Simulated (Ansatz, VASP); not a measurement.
PtC2 in VASP and in Ansatz

```xyz
6
Lattice="4.0183 0.0000 0.0000 0.0000 5.0234 0.0000 0.0000 0.0000 3.0428" Properties=species:S:1:pos:R:3 pbc="T T T"
Pt    0.0000    0.0000    0.0000
Pt    2.0092    2.5117    1.5214
C     0.5253    2.0721    0.0000
C     3.4931    2.9513    0.0000
C     2.5344    0.4396    1.5214
C     1.4839    4.5838    1.5214
```

Alike in both runs: functional PBE; k mesh 4 × 4 × 6; occupations gaussian, width 0.1 eV; no spin polarisation.

Ansatz relaxed the structure, and its values are those at the end. VASP's run is a single point on that final structure, the one shown.

|  | VASP | Ansatz |
| --- | --- | --- |
| version | VASP 6.6.1 | Ansatz 0.2.0 |
| potentials or method | VASP PAW PBE potentials, release 64 (Pt_sv_GW, C), cutoff 600 eV | scalar-relativistic, plane waves, PAW |
| valence electrons in the cell | 52 | 52 |

Ansatz gave:

- gap on the k mesh at the Fermi level (eV): none
- pressure (GPa): 0.2
- rms of the force components (eV/Å): 0.006

Problem. Estimate VASP's values.

Solution. gap on the k mesh at the Fermi level (eV): none; pressure (GPa): -0.3; rms of the force components (eV/Å): 0.025.

A gap of «none» marks a metal or a gap that the smearing closes.

The k mesh is coarse, so the values compare programs but aren't converged. Spin-orbit coupling is off throughout.
